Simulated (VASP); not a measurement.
A run of VASP 6.6.1 is set up as follows.

The input INCAR:

```
PREC = Accurate ; ENCUT = 520
EDIFF = 1E-6 ; ISMEAR = 0
SIGMA = 0.1 ; LREAL = False
LASPH = True ; NELM = 150
ALGO = Fast ; ISIF = 2
LWAVE = False ; LCHARG = False
ISPIN = 2 ; MAGMOM = 3 3 3
LORBIT = 11 ; LMAXMIX = 4
GGA = PE ; NBANDS = 24
```

KPOINTS

```
regular mesh
0
Gamma
  4 4 4
```

POSCAR

```
Co
1.0
    3.4134367094      0.0000000000      0.0000000000
    0.0000000000      3.4134367094      0.0000000000
    0.0000000000      0.0000000000      3.4134367094
Co
3
Direct
    0.5000000000      0.0000000000      0.0000000000
    0.0000000000      0.5000000000      0.0000000000
    0.0000000000      0.0000000000      0.5000000000
```

Potentials or basis: VASP PAW PBE potentials, release 64 (Co).

Run with:

```console
$ cat potpaw_PBE.64/Co/POTCAR > POTCAR
$ mpirun -np 1 vasp_std > vasp.out
```

What does it give for the pressure?

-0.5 GPa.

What does it give for the site moments?

Co +1.96 μB.

Predict the net moment.

5.84 μB per cell.

Caveat: the k points lie up to 0.46 Å⁻¹ apart.
